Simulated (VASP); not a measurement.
# Sc2SnS (P-3m1) in VASP: single point with PBE

Aim: the single point of Sc2SnS with PBE.

Everything below comes from runs of VASP 6.6.1. Logs are shortened: lines on timing, memory, paths and dates and some standing lists are left out, and cuts for length are marked.

### Step 1. The cell of the first run

It takes space group P-3m1 (No. 164, trigonal). The conventional cell has a = 3.545 Å, b = 3.545 Å, c = 7.749 Å, α = 90.00°, β = 90.00°, γ = 120.00°. Sc (site symmetry 3m) has 3 S at 2.54 Å and 3 Sn at 3.13 Å within 3.4 Å. Sn (site symmetry -3m) has 6 Sc at 3.13 Å and 6 Sn at 3.54 Å and 2 S at 3.87 Å within 4.1 Å. Within 3.4 Å of S (site symmetry -3m) lie 6 Sc at 2.54 Å.

### Step 2. Single point, PBE

Input file POSCAR:

```
Sc2SnS
1.0
    3.5446989022     -0.0000000289      0.0000000000
   -1.7723494261      3.0697993125      0.0000000000
    0.0000000000      0.0000000000      7.7491904000
Sc Sn S
2 1 1
Direct
    0.3333333333      0.6666666667      0.1939220000
    0.6666666667      0.3333333333      0.8060780000
    0.0000000000      0.0000000000      0.5000000000
    0.0000000000      0.0000000000      0.0000000000
```

Input file INCAR.step1:

```
ALGO = Normal ; EDIFF = 1E-6
ENCUT = 520 ; GGA = PE
ISIF = 2 ; ISMEAR = 0
LASPH = True ; LCHARG = True
LMAXMIX = 4 ; LREAL = False
LWAVE = False ; NBANDS = 29
NELM = 60 ; PREC = Accurate
SIGMA = 0.1
```

Input file KPOINTS.step1:

```
k-points
0
Gamma
  18 18 6
```

Input file INCAR.step2:

```
ALGO = Normal ; EDIFF = 1E-6
ENCUT = 520 ; GGA = PE
ICHARG = 11 ; ISIF = 2
ISMEAR = -5 ; LASPH = True
LCHARG = False ; LMAXMIX = 4
LORBIT = 11 ; LREAL = False
LWAVE = False ; NBANDS = 29
NEDOS = 1001 ; NELM = 60
PREC = Accurate ; SIGMA = 0.1
```

Input file KPOINTS.step2:

```
k-points
0
Gamma
  27 27 9
```

Potentials or basis: VASP PAW PBE potentials, release 64 (Sc_sv, Sn_d, S).

Started as:

```
> cat potpaw_PBE.64/Sc_sv/POTCAR potpaw_PBE.64/Sn_d/POTCAR potpaw_PBE.64/S/POTCAR > POTCAR
> cp INCAR.step1 INCAR
> cp KPOINTS.step1 KPOINTS
> mpirun -np 1 vasp_std > vasp.out
> cp INCAR.step2 INCAR
> cp KPOINTS.step2 KPOINTS
> mpirun -np 1 vasp_std > vasp.out
```

OUTCAR:

```text
EDIFF = 1E-6
   ENCUT = 520
   GGA = PE
   ICHARG = 11
   ISIF = 2
   ISMEAR = -5
   LASPH = True
   LORBIT = 11
   LREAL = False
   NELM = 60
   PREC = Accurate

 ion  position               nearest neighbor table
   1  0.333  0.667  0.194-   4 2.54   4 2.54   4 2.54   3 3.13   3 3.13   3 3.13
   2  0.667  0.333  0.806-   4 2.54   4 2.54   4 2.54   3 3.13   3 3.13   3 3.13
   3  0.000  0.000  0.500-   1 3.13   2 3.13   1 3.13   2 3.13   2 3.13   1 3.13
   4  0.000  0.000  0.000-   1 2.54   2 2.54   1 2.54   2 2.54   2 2.54   1 2.54

  LATTYP: Found a hexagonal cell.
 ALAT       =     3.5446989022
 C/A-ratio  =     2.1861350185

  Lattice vectors:

 A1 = (   3.5446989022,  -0.0000000289,   0.0000000000)
 A2 = (  -1.7723494261,   3.0697993125,   0.0000000000)
 A3 = (   0.0000000000,   0.0000000000,   7.7491904000)

Analysis of symmetry for initial positions (statically):
=====================================================================
 Subroutine PRICEL returns:
 Original cell was already a primitive cell.

 Routine SETGRP: Setting up the symmetry group for a
 hexagonal supercell.

 Subroutine GETGRP returns: Found 12 space group operations
 (whereof 12 operations were pure point group operations)
 out of a pool of 24 trial point group operations.

The static configuration has the point symmetry D_3d.

Analysis of symmetry for dynamics (positions and initial velocities):
=====================================================================
 Subroutine PRICEL returns:
 Original cell was already a primitive cell.

 Routine SETGRP: Setting up the symmetry group for a
 hexagonal supercell.

 Subroutine GETGRP returns: Found 12 space group operations
 (whereof 12 operations were pure point group operations)
 out of a pool of 24 trial point group operations.

The dynamic configuration has the point symmetry D_3d.

 Subroutine INISYM returns: Found 12 space group operations
 (whereof 12 operations are pure point group operations),
 and found     1 'primitive' translations

----------------------------------------------------------------------------------------

                                     Primitive cell

  volume of cell :      84.3229

  direct lattice vectors                    reciprocal lattice vectors
     3.544698902 -0.000000029  0.000000000     0.282111410  0.162877095  0.000000000
    -1.772349426  3.069799312  0.000000000     0.000000003  0.325754195  0.000000000
     0.000000000  0.000000000  7.749190400     0.000000000  0.000000000  0.129045739

  length of vectors
     3.544698902  3.544698902  7.749190400     0.325754195  0.325754195  0.129045739

  position of ions in fractional coordinates (direct lattice)
     0.333333333  0.666666667  0.193922000
     0.666666667  0.333333333  0.806078000
     0.000000000  0.000000000  0.500000000
     0.000000000  0.000000000  0.000000000

  ion indices of the primitive-cell ions
   primitive index   ion index
                 1           1
                 2           2
                 3           3
                 4           4

----------------------------------------------------------------------------------------

 KPOINTS: k-points

Automatic generation of k-mesh.
 Grid dimensions read from file:
 generate k-points for:   27   27    9

 Generating k-lattice:

  Cartesian coordinates                     Fractional coordinates (reciprocal lattice)
     0.010448571  0.006032485  0.000000000     0.037037037  0.000000000  0.000000000
     0.000000000  0.012064970  0.000000000     0.000000000  0.037037037  0.000000000
     0.000000000  0.000000000  0.014338415     0.000000000  0.000000000  0.111111111

  Length of vectors
     0.012064970  0.012064970  0.014338415

  Shift w.r.t. Gamma in fractional coordinates (k-lattice)
     0.000000000  0.000000000  0.000000000

 TETIRR: Found   9690 inequivalent tetrahedra from    39366

 Subroutine IBZKPT returns following result:
 ===========================================

 Found    619 irreducible k-points:

 Following reciprocal coordinates:
            Coordinates               Weight
  0.000000  0.000000  0.000000      1.000000
  0.037037 -0.000000  0.000000      6.000000
  0.074074 -0.000000  0.000000      6.000000
  0.111111  0.000000  0.000000      6.000000
  0.148148  0.000000  0.000000      6.000000
  0.185185 -0.000000  0.000000      6.000000
[... 16 lines left out ...]
  0.333333  0.037037  0.000000     12.000000
  0.370370  0.037037  0.000000     12.000000
 [... further k-points ...]
   k-points           NKPTS =    619   k-points in BZ     NKDIM =    619   number of bands    NBANDS=     29
   number of dos      NEDOS =   1001   number of ions     NIONS =      4
   total plane-waves  NPLWV =  47040
   dimension x,y,z NGX =    28 NGY =   28 NGZ =   60
   dimension x,y,z NGXF=    56 NGYF=   56 NGZF=  120
   ions per type =               2   1   1
   NGX,Y,Z   is equivalent  to a cutoff of  13.13, 13.13, 12.87 a.u.
   NGXF,Y,Z  is equivalent  to a cutoff of  26.26, 26.26, 25.74 a.u.
 SYSTEM =  unknown system
   PREC   = accura    normal or accurate (medium, high low for compatibility)
   ISTART =      0    job   : 0-new  1-cont  2-samecut
   ICHARG =     11    charge: 1-file 2-atom 10-const
   ISPIN  =      1    spin polarized calculation?
   LNONCOLLINEAR =      F non collinear calculations
   LSORBIT =      F    spin-orbit coupling
   LASPH  =      T    aspherical Exc in radial PAW
   ENCUT  =  520.0 eV  38.22 Ry    6.18 a.u.   6.59  6.59 14.41*2*pi/ulx,y,z
   NELM   =     60;   NELMIN=  2; NELMDL=  0     # of ELM steps
   EDIFF  = 0.1E-05   stopping-criterion for ELM
   LREAL  =      F    real-space projection
   EDIFFG = 0.1E-04   stopping-criterion for IOM
   NSW    =      0    number of steps for IOM
   IBRION =     -1    ionic relax: 0-MD 1-quasi-New 2-CG
   NFREE  =      0    steps in history (QN), initial steepest desc. (CG)
   ISIF   =      2    stress and relaxation
   ISYM   =      2    0-nonsym 1-usesym 2-fastsym
   POTIM  = 0.5000    time-step for ionic-motion
   TEBEG  =    0.0;   TEEND  =   0.0 temperature during run
   PSTRESS=    0.0 pullay stress
   NELECT =      42.0000    total number of electrons
   NUPDOWN=      -1.0000    fix difference up-down
   EMIN   =  10.00;   EMAX   =-10.00  energy-range for DOS
   EFERMI =   0.00;   METHOD = LEGACY
   ISMEAR =    -5;   SIGMA  =   0.10  broadening in eV -4-tet -1-fermi 0-gaus
   EFERMI_NEDOS =   21; number of points for ismear=-14 and -15
   IALGO  =     38    algorithm
   IMIX   =      4    mixing-type and parameters
     AMIX     =   0.40;   BMIX     =  1.00
     AMIX_MAG =   1.60;   BMIX_MAG =  1.00
  volume/ion in A,a.u.               =      21.08       142.26
  Fermi-wavevector in a.u.,A,eV,Ry     =   1.297705  2.452307 22.912738  1.684039
  Thomas-Fermi vector in A             =   2.429081
   LORBIT       =     11    0 simple, 1 ext, 2 COOP (PROOUT), +10 PAW based schemes
   GGA     = PE    functional components
   LHFCALC =     F    Hartree Fock is set to
   AEXX    =    0.0000 exact exchange contribution
   IVDW    =     0    specifies the selected vdW correction
   LEPSILON=     F    determine dielectric tensor
   LRPA    =     F    only Hartree local field effects (RPA)
 non-spin polarized calculation
 Fermi weights with tetrahedron method with Bloechl corrections
  energy-cutoff  :      520.00
  volume of cell :       84.32
 maximum number of plane-waves:      2321
 NGX is ok and might be reduce to    28

 number of electron      41.9999999 magnetization

 Free energy of the ion-electron system (eV)
  ---------------------------------------------------
  ext. energy  EPLUGINS =         0.00000000
  ---------------------------------------------------
  free energy    TOTEN  =       -25.09561068 eV

  energy without entropy =      -25.09561068  energy(sigma->0) =      -25.09561068

 E-fermi :   6.8943     XC(G=0): -10.5220

 val. band max:        6.9191325469   @ k =   0.0741   0.0741   0.3333
 cond. band min:       6.8959952793   @ k =   0.2593   0.2593   0.1111
 fundamental gap:     -0.0231372676
 Fermi energy:         6.8942555451

 k-point     1 :       0.0000    0.0000    0.0000
  band No.  band energies     occupation
      1     -43.0374      2.00000
      2     -43.0275      2.00000
      3     -21.8081      2.00000
      4     -21.6877      2.00000
      5     -21.6204      2.00000
      6     -21.6204      2.00000
[... 21 lines left out ...]
     28       9.2699      0.00000
     29      10.4333      0.00000

 k-point     2 :       0.0370   -0.0000    0.0000
  band No.  band energies     occupation
      1     -43.0372      2.00000
      2     -43.0273      2.00000
      3     -21.8074      2.00000
      4     -21.6877      2.00000
      5     -21.6225      2.00000
      6     -21.6210      2.00000
[... 21 lines left out ...]
     28       9.3302      0.00000
     29      10.4374      0.00000

 k-point     3 :       0.0741   -0.0000    0.0000
  band No.  band energies     occupation
      1     -43.0365      2.00000
      2     -43.0268      2.00000
      3     -21.8054      2.00000
      4     -21.6878      2.00000
      5     -21.6290      2.00000
      6     -21.6229      2.00000
[... 21 lines left out ...]
     28       9.4824      0.00000
     29      10.4359      0.00000

 k-point     4 :       0.1111    0.0000    0.0000
  band No.  band energies     occupation
      1     -43.0353      2.00000
      2     -43.0260      2.00000
      3     -21.8021      2.00000
      4     -21.6880      2.00000
      5     -21.6392      2.00000
      6     -21.6293      2.00000
[... 597 lines left out ...]
     28       9.6282      0.00000
     29      10.0271      0.00000

 k-point    23 :       0.3333    0.0370    0.0000
  band No.  band energies     occupation
      1     -43.0226      2.00000
      2     -43.0175      2.00000
      3     -21.7853      2.00000
      4     -21.7516      2.00000
      5     -21.7144      2.00000
      6     -21.6852      2.00000
[... 21 lines left out ...]
     28       9.6318      0.00000
     29       9.9303      0.00000

 k-point    24 :       0.3704    0.0370    0.0000
  band No.  band energies     occupation
      1     -43.0209      2.00000
      2     -43.0166      2.00000
      3     -21.7918      2.00000
      4     -21.7619      2.00000
      5     -21.7175      2.00000
      6     -21.6865      2.00000
[... 21 lines left out ...]
     28       9.6495      0.00000
     29       9.8443      0.00000

 [... further k-points ...]

------------------------ aborting loop because EDIFF is reached ----------------------------------------

  FORCE on cell =-STRESS in cart. coord.  units (eV):
  Direction    XX          YY          ZZ          XY          YZ          ZX
  --------------------------------------------------------------------------------------
  -------------------------------------------------------------------------------------
  Total        0.0283328      0.0283328      0.0454774     -0.0000000     -0.0000000      0.0000000
  in kB        0.5383379      0.5383379      0.8640929     -0.0000000     -0.0000000      0.0000000
  external PRESSURE =       0.6469229 kB  Pullay stress =       0.0000000 kB

 VOLUME and BASIS-vectors are now :
 -----------------------------------------------------------------------------
  energy-cutoff  :      520.00
  volume of cell :       84.32
      direct lattice vectors                 reciprocal lattice vectors
     3.544698902 -0.000000029  0.000000000     0.282111410  0.162877095  0.000000000
    -1.772349426  3.069799312  0.000000000     0.000000003  0.325754195  0.000000000
     0.000000000  0.000000000  7.749190400     0.000000000  0.000000000  0.129045739

 POSITION                                       TOTAL-FORCE (eV/Angst)
 -----------------------------------------------------------------------------------
      0.00000      2.04653      1.50274        -0.000000     -0.000000      0.021483
      1.77235      1.02327      6.24645         0.000000      0.000000     -0.021483
      0.00000      0.00000      3.87460        -0.000000      0.000000     -0.000000
      0.00000      0.00000      0.00000         0.000000      0.000000     -0.000000
 -----------------------------------------------------------------------------------
    total drift:                               -0.000000     -0.000000     -0.000000

  FREE ENERGIE OF THE ION-ELECTRON SYSTEM (eV)
  ---------------------------------------------------
  free  energy   TOTEN  =       -25.0956106821 eV

  energy  without entropy=      -25.0956106821  energy(sigma->0) =      -25.09561068

 total charge

# of ion       s       p       d       tot
------------------------------------------
    1        2.167   6.128   1.154   9.449
    2        2.167   6.128   1.154   9.449
    3        1.195   1.134   9.952  12.281
    4        1.317   2.492   0.000   3.809
--------------------------------------------------
tot          6.845  15.882  12.261  34.988
```

Wall time 41 min (1 thread of Intel Xeon 8259CL, shared host); peak memory 1.4 GiB.

What came out:

| Quantity | Value |
| --- | --- |
| Valence electrons inside the program's atomic spheres | Sc 9.45; Sn 12.28; S 3.81 |

Levels at points of the mesh, in eV from the Fermi level:
```csv
k point,band 19,band 20,band 21,band 22,band 23,band 24
"(0.00, 0.00, 0.00)",-2.15,-0.72,0.60,0.60,1.06,1.06
```

Caveat: spin-orbit coupling is left out, which moves the levels of the heavy elements.
